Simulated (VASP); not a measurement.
Cu: single point with PBE

The system is Cu.

```
CELL_PARAMETERS angstrom
0.00000 1.74766 1.74766
1.74766 0.00000 1.74766
1.74766 1.74766 0.00000
ATOMIC_POSITIONS crystal
Cu 0.00000 0.00000 0.00000
```

- Program: VASP 6.6.1
- Task: single point
- Functional: PBE
- Potentials or basis: VASP PAW PBE potentials, release 64 (Cu)
- Cutoff: 520 eV
- k mesh: 20 × 20 × 20
- Occupations: gaussian, width 0.1 eV
- Spin: no spin polarisation
- Dipole correction: no
- Further INCAR settings: ALGO = Normal; EDIFF = 1e-07; NBANDS = 12

```yaml
Pressure: 21.7 GPa
Band_gap_on_the_k_mesh: zero (an odd number of electrons rules out a gap without spin polarisation)
```

Levels at points of the mesh, in eV from the Fermi level:
```csv
k point,band 2,band 3,band 4,band 5,band 6,band 7,band 8,band 9,band 10,band 11
"(0.00, 0.00, 0.00)",-3.35,-3.35,-3.35,-2.38,-2.38,23.41,26.85,26.85,26.85,29.48
"(0.50, 0.00, 0.00)",-3.39,-3.39,-1.72,-1.72,-1.30,4.31,21.85,23.70,23.70,26.58
"(0.50, 0.50, 0.00)",-4.98,-1.74,-1.55,-1.55,1.43,7.86,13.90,13.90,18.66,22.02
```

It took 21 s on 1 thread of AMD EPYC 7R13 Processor (Zen 3) (shared host), peak memory 0.11 GiB.

Caveat: the cell stands under pressure.
